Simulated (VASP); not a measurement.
Crystal: LaZr4O3.

```xyz
8
Lattice="3.3000 0.0000 0.0000 -1.6500 2.8579 0.0000 0.0000 0.0000 12.7000" Properties=species:S:1:pos:R:3 pbc="T T T"
La    0.0000    0.0000    0.0000
Zr    0.0000    1.9053    7.5565
Zr    1.6500    0.9526    5.1435
Zr    0.0000    1.9053    2.7305
Zr    1.6500    0.9526    9.9695
O     0.0000    0.0000    6.3500
O     0.0000    1.9053   11.3665
O     1.6500    0.9526    1.3335
```

| Quantity | Value |
| --- | --- |
| Program | VASP 6.6.1 |
| Task | relaxation of cell and atoms |
| Functional | PBE |
| Potentials or basis | VASP PAW PBE potentials, release 64 (La, Zr_sv, O) |
| Cutoff | 600 eV |
| k mesh | 6 × 6 × 2 |
| Occupations | gaussian, width 0.2 eV |
| Spin | no spin polarisation |

At the start: pressure 19.4 GPa; volume 14.97 Å³/atom.

**Question.** Where does the relaxation end?

**Answer.** Over 11 steps the energy falls by 158.4 meV/atom and the volume is 16.32 Å³/atom (+9.0 %); space group P-3m1 (No. 164, to 0.1 Å) before and after.

Step by step:
```
step  energy change (eV)  largest force (eV/Å)  pressure (GPa)  volume (Å³)
   1              0.0000                2.7130           19.37       119.77
   2              0.1714                0.3642          -16.91       153.88
   3             -1.0086                1.0827           -2.82       134.62
   4             -1.0103                1.1260           -2.20       134.04
   5             -1.1902                0.7014           -0.80       132.09
   6             -1.2271                0.3801            0.42       130.83
   7             -1.2540                0.2353           -0.46       131.33
   8             -1.2588                0.1736           -0.97       131.65
   9             -1.2619                0.1389            1.07       129.76
  10             -1.2642                0.1223            0.25       130.50
  11             -1.2672                0.0745            0.12       130.59
```

Final structure:
```
La Zr O
1.0
     3.32775    0.00000    0.00000
    -1.66387    2.88191    0.00000
     0.00000    0.00000   13.61653
La Zr O
1 4 3
Cartesian
  0.0000 0.0000 0.0000
  0.0000 1.9213 8.1184
  1.6639 0.9606 5.4981
  0.0000 1.9213 2.9217
  1.6639 0.9606 10.6948
  0.0000 0.0000 6.8083
  0.0000 1.9213 11.9686
  1.6639 0.9606 1.6480
```

Caveat: the k points lie up to 0.36 Å⁻¹ apart in the final cell, too coarse for converged energies and pressures of a metal; an odd number of electrons without spin polarisation forces a metal; a magnetic or distorted state may lie lower; the relaxation stopped at a loose force limit of 0.08 eV/Å, so its end isn't a converged minimum.
